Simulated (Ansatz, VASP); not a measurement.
One calculation of Sb, two programs

```
CELL_PARAMETERS angstrom
0.00000 2.17268 2.82448
2.17268 0.00000 2.82448
2.17268 2.17268 0.00000
ATOMIC_POSITIONS crystal
Sb 0.00000 0.00000 0.00000
```

Alike in both runs: task single point; functional LDA; k mesh 20 × 20 × 20; occupations gaussian, width 0.15 eV; no spin polarisation.

```csv
,VASP,Ansatz
version,VASP 6.6.1,Ansatz 0.2.0
potentials or method,"VASP PAW LDA potentials, release 64 (Sb), cutoff 520 eV","scalar-relativistic, plane waves, PAW"
valence electrons in the cell,5,15
```

Ansatz gave:

| Item | Value |
| --- | --- |
| gap on the k mesh at the Fermi level (eV) | none |
| pressure (GPa) | -0.7 |
| traceless stress, the component that is largest in VASP (GPa) | -1.05 |

Which values does VASP return?

gap on the k mesh at the Fermi level (eV): none; pressure (GPa): -0.5; traceless stress, the component that is largest in VASP (GPa): -1.13.

LDA's correlation is that of Perdew and Zunger in VASP and of Perdew and Wang (1992) in Ansatz. A gap of «none» marks a metal or a gap that the smearing closes. VASP's potentials hold 5 valence electrons a cell and Ansatz's 15, so a difference there can come from the potentials and not from the codes.

Neither program's run includes spin-orbit coupling.
